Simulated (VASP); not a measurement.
Input of a VASP 6.6.1 run:

File INCAR:

```
  PREC = Accurate
  ENCUT = 520
  EDIFF = 1E-6
  ISMEAR = -1
  SIGMA = 0.05
  LREAL = F
  LASPH = T
  NELM = 100
  ALGO = Normal
  ISIF = 2
  LWAVE = F
  LCHARG = F
  GGA = PE
  IVDW = 13
  NBANDS = 56
```

File KPOINTS:

```
regular mesh
0
Gamma
  5 6 5
```

File POSCAR:

```
HfO2
1.0
    5.2651027160      0.0000000000      0.0000000000
    0.0000000000      5.0468860835      0.0000000000
    0.0000000000      0.0000000000      5.0755204427
Hf O
4 8
Direct
    0.9674160166      0.7331294749      0.7412888728
    0.5325839834      0.7331294749      0.2412888728
    0.4674160166      0.2668705251      0.7412888728
    0.0325839834      0.2668705251      0.2412888728
    0.6330300681      0.9300690167      0.8810768468
    0.8669699319      0.9300690167      0.3810768468
    0.2319157144      0.5391834411      0.4906342804
    0.2680842856      0.5391834411      0.9906342804
    0.7680842856      0.4608165589      0.9906342804
    0.7319157144      0.4608165589      0.4906342804
    0.1330300681      0.0699309833      0.8810768468
    0.3669699319      0.0699309833      0.3810768468
```

Potentials or basis: VASP PAW PBE potentials, release 64 (Hf_pv, O).

Command:

```sh
$ cat potpaw_PBE.64/Hf_pv/POTCAR potpaw_PBE.64/O/POTCAR > POTCAR
$ mpirun -np 1 vasp_std > vasp.out
```

**Question.** Predict the pressure.

**Answer.** -3.2 GPa.

**Question.** Estimate the band gap on the k mesh.

**Answer.** 4.37 eV (least direct gap 4.59 eV).

**Question.** What does it give for the largest force?

**Answer.** 0.058 eV/Å.

Stress tensor (GPa, compression positive):
```
-3.28  0.00  0.00
 0.00 -3.23  0.00
 0.00  0.00 -3.14
```

Caveat: the cell stands under tension; spin-orbit coupling is left out, which moves the levels of the heavy elements. A k mesh can miss the band edges.
